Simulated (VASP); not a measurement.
Wanted: the native input for a VASP 6.6.1 run.

```yaml
Task: single point
Functional: RPBE
Potentials_or_basis: VASP PAW PBE potentials, release 64 (V_sv)
Cutoff: 520 eV
k_mesh: 23 × 23 × 23
Occupations: fermi-dirac, width 0.1 eV
Spin: no spin polarisation
Dipole_correction: no
Further_INCAR_settings: ALGO = Normal; EDIFF = 1e-06; NBANDS = 12
```

The structure of V lies in POSCAR:

```
V
1.0
    0.0000000000      1.8986424613      1.8986424613
    1.8986424613      0.0000000000      1.8986424613
    1.8986424613      1.8986424613      0.0000000000
V
1
Direct
    0.0000000000      0.0000000000      0.0000000000
```

This cell differs from its parent crystal: volume scaled by 0.96.

The input as run:

INCAR

```
ALGO = Normal
EDIFF = 1E-6
ENCUT = 520
GGA = RP
ISIF = 2
ISMEAR = -1
LASPH = T
LCHARG = F
LREAL = F
LWAVE = F
NBANDS = 12
NELM = 80
PREC = Accurate
SIGMA = 0.1
```

KPOINTS

```
k-points
0
Gamma
  23 23 23
```

Potentials or basis: VASP PAW PBE potentials, release 64 (V_sv).

Launch:

```console
$ cat potpaw_PBE.64/V_sv/POTCAR > POTCAR
$ mpirun -np 1 vasp_std > vasp.out
```

It gave:

| Item | Value |
| --- | --- |
| Pressure | 7.5 GPa |

Caveat: the PAW data sets were made with another functional, which shifts forces and pressure a little.

Wall time 34 s on 1 thread of Intel(R) Xeon(R) Platinum 8488C (Sapphire Rapids), on a shared host, peak memory 0.16 GiB.
